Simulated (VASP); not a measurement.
Ca, 1 atom in the cell. The structure is cubic, space group Pm-3m (No. 221). Conventional cell: a = 3.238 Å, b = 3.238 Å, c = 3.238 Å, α = 90.00°, β = 90.00°, γ = 90.00°. Ca (site symmetry m-3m) has 6 Ca at 3.24 Å within 4.3 Å. 

| Property | Result |
| --- | --- |
| Program | VASP 6.6.1 |
| Task | single point |
| Functional | PBE |
| Potentials or basis | VASP PAW PBE potentials, release 64 (Ca_sv) |
| Cutoff | 520 eV |
| k mesh | 8 × 8 × 8 |
| Occupations | fermi-dirac, width 0.05 eV |
| Spin | no spin polarisation |
| Dipole correction | no |
| Further INCAR settings | ALGO = Normal; EDIFF = 1e-06; NBANDS = 11 |

Potentials or basis: VASP PAW PBE potentials, release 64 (Ca_sv).

Command:

```console
$ cat potpaw_PBE.64/Ca_sv/POTCAR > POTCAR
$ mpirun -np 1 vasp_std > vasp.out
```

Hardware: 1 thread of Intel(R) Xeon(R) 6975P-C (Granite Rapids), with other jobs on the host.

**Question.** Estimate the wall time of this run.

**Answer.** Wall time 4.1 s on 1 thread of Intel(R) Xeon(R) 6975P-C (Granite Rapids), on a shared host, peak memory 0.14 GiB. Counts: scf iterations 10, k points 35.
